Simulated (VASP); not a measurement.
A run of VASP 6.6.1 is set up as follows.

File POSCAR:

```
Y
1.0
    3.6474000000      0.0000000000      0.0000000000
   -1.8237000000      3.1587410578      0.0000000000
    0.0000000000      0.0000000000      5.7306000000
Y
2
Direct
    0.6666666667      0.3333333333      0.7500000000
    0.3333333333      0.6666666667      0.2500000000
```

File INCAR.step1:

```
ALGO = Normal
EDIFF = 1E-4
ENCUT = 600
GGA = PE
ISMEAR = -1
LASPH = T
LCHARG = F
LREAL = F
LWAVE = T
NELM = 80
PREC = Accurate
SIGMA = 0.05
```

Contents of INCAR.step2:

```
ALGO = Normal
EDIFF = 1E-6
EDIFFG = -0.01
ENCUT = 600
IBRION = 2
ISIF = 3
ISMEAR = -1
ISTART = 1
LASPH = T
LCHARG = F
LMIXTAU = T
LREAL = F
LWAVE = F
METAGGA = R2SCAN
NELM = 80
NSW = 60
PREC = Accurate
SIGMA = 0.05
```

KPOINTS

```
k-points
0
Gamma
  8 8 5
```

Potentials or basis: VASP PAW PBE potentials, release 64 (Y_sv).

Command:

```sh
$ cat potpaw_PBE.64/Y_sv/POTCAR > POTCAR
$ cp INCAR.step1 INCAR
$ mpirun -np 1 vasp_std > vasp.out
$ cp INCAR.step2 INCAR
$ mpirun -np 1 vasp_std > vasp.out
```

(1) Estimate the space group after relaxing (to 0.1 Å).

(2) What does it give for the relaxed cell?

(3) Estimate the band gap on the k mesh.

## Answers

(1) P6_3/mmc (No. 194).

(2) a = 3.682 Å, b = 3.682 Å, c = 5.723 Å, α = 90.00°, β = 90.00°, γ = 120.00°.

(3) zero (bands 11 and 12 overlap by 1.36 eV).
